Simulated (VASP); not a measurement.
Here is a VASP 6.6.1 calculation.

The input INCAR:

```
ALGO = Normal ; EDIFF = 1E-7
ENCUT = 520 ; ISIF = 2
ISMEAR = -1 ; LASPH = T
LCHARG = T ; LELF = T
LREAL = F ; LVHAR = T
LWAVE = F ; NBANDS = 12
NELM = 80 ; PREC = Accurate
SIGMA = 0.05
```

The input KPOINTS:

```
k-points
0
Gamma
  11 11 11
```

File POSCAR:

```
LiF
1.0
    0.0000000000      1.9867804471      1.9867804471
    1.9867804471      0.0000000000      1.9867804471
    1.9867804471      1.9867804471      0.0000000000
F Li
1 1
Direct
    0.5000000000      0.5000000000      0.5000000000
    0.0000000000      0.0000000000      0.0000000000
```

Potentials or basis: VASP PAW LDA potentials, release 64 (F, Li_sv).

The run is started by

```bash
$ cat potpaw_LDA.64/F/POTCAR potpaw_LDA.64/Li_sv/POTCAR > POTCAR
$ mpirun -np 1 vasp_std > vasp.out
```

Task: Predict the band gap on the k mesh.

Result: 9.21 eV, direct.

 A k mesh can miss the band edges.
